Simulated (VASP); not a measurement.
Set up this calculation in VASP 6.6.1, as the native input.

```
Task                   : single point
Functional             : r2SCAN
Potentials or basis    : VASP PAW PBE potentials, release 64 (O_h, H_h, C_h)
Cutoff                 : 1100 eV
k mesh                 : 1 × 1 × 1
Occupations            : fermi-dirac, width 0.05 eV
Spin                   : no spin polarisation
Dipole correction      : no
Further INCAR settings : LREAL = Auto; ALGO = Normal; EDIFF = 1e-06; NBANDS = 37
```

System: H8CO6.

```
CELL_PARAMETERS angstrom
5.89253 0.00000 0.00000
0.00000 5.89253 0.00000
0.00000 0.00000 5.89253
ATOMIC_POSITIONS crystal
O 0.20913 0.43358 0.62348
O 0.14776 0.79429 0.30104
O 0.83602 0.19229 0.39102
O 0.60432 0.27640 0.77546
O 0.68337 0.64796 0.18370
O 0.88982 0.74155 0.85298
H 0.11538 0.52894 0.72324
H 0.13385 0.33985 0.51307
H 0.28504 0.88565 0.31036
H 0.18435 0.66309 0.39134
H 0.90489 0.04826 0.39004
H 0.78647 0.23677 0.53586
H 0.55004 0.19705 0.90114
H 0.46080 0.34649 0.72476
C 0.78708 0.70571 0.01591
```

The input as run:

POSCAR

```
H8CO6
1.0
    5.8925310000      0.0000000000      0.0000000000
    0.0000000000      5.8925310000      0.0000000000
    0.0000000000      0.0000000000      5.8925310000
O H C
6 8 1
Direct
    0.2091291501      0.4335827847      0.6234842040
    0.1477633295      0.7942936575      0.3010421159
    0.8360244520      0.1922942790      0.3910204291
    0.6043243557      0.2764007521      0.7754562513
    0.6833735792      0.6479558614      1.1837018762
    0.8898213688      0.7415489201      0.8529781176
    0.1153833556      0.5289407896      0.7232376037
    0.1338474078      0.3398539609      0.5130732448
    0.2850388059      0.8856465923      0.3103589951
    0.1843520212      0.6630936689      0.3913428712
    0.9048912937      0.0482644894      0.3900361322
    0.7864701942      0.2367743165      0.5358648092
    0.5500352904      0.1970460571      0.9011407831
    0.4608036852      0.3464894796      0.7247649609
    0.7870811371      0.7057069365      1.0159131959
```

INCAR.step1

```
SYSTEM = H8CO6
PREC     = Accurate       ! precision mode
ENCUT    = 1100           ! plane-wave cutoff, eV
ISMEAR   = -1             ! smearing method
SIGMA    = 0.05           ! smearing width, eV
LREAL    = Auto         
LASPH    = .TRUE.         ! aspherical terms in the spheres
NELM     = 120            ! most SCF steps
NBANDS   = 37             ! bands
GGA      = PE             ! functional
ALGO     = Normal         ! electronic algorithm
EDIFF    = 1E-5           ! SCF threshold, eV
LWAVE    = .TRUE.         ! write WAVECAR
LCHARG   = .FALSE.        ! write CHGCAR
GGA_COMPAT= .FALSE.
```

INCAR.step2

```
SYSTEM = H8CO6
PREC     = Accurate       ! precision mode
ENCUT    = 1100           ! plane-wave cutoff, eV
EDIFF    = 1E-6           ! SCF threshold, eV
ISMEAR   = -1             ! smearing method
SIGMA    = 0.05           ! smearing width, eV
LREAL    = Auto         
LASPH    = .TRUE.         ! aspherical terms in the spheres
NELM     = 120            ! most SCF steps
ALGO     = Normal         ! electronic algorithm
ISIF     = 2              ! what is computed and relaxed
LWAVE    = .FALSE.        ! write WAVECAR
LCHARG   = .FALSE.        ! write CHGCAR
METAGGA  = R2SCAN         ! meta-GGA
LMIXTAU  = .TRUE.       
NBANDS   = 37             ! bands
ISTART   = 1            
GGA_COMPAT= .FALSE.
```

KPOINTS

```
regular mesh
0
G
  1 1 1
  0 0 0
```

Potentials or basis: VASP PAW PBE potentials, release 64 (O_h, H_h, C_h).

Command:

```sh
$ cat potpaw_PBE.64/O_h/POTCAR potpaw_PBE.64/H_h/POTCAR potpaw_PBE.64/C_h/POTCAR > POTCAR
$ cp INCAR.step1 INCAR
$ mpirun -np 1 vasp_gam > vasp.out
$ cp INCAR.step2 INCAR
$ mpirun -np 1 vasp_gam > vasp.out
```

It gave:

```
Pressure      : -0.4 GPa
Largest force : 5.275 eV/Å
```

Caveat: the k points lie up to 1.07 Å⁻¹ apart, too coarse for converged energies, forces and pressures; the PAW data sets were made with another functional, which shifts forces and pressure a little.

Run time: 95 s on 1 thread of Intel(R) Xeon(R) 6975P-C (Granite Rapids) (shared host), peak memory 0.59 GiB.
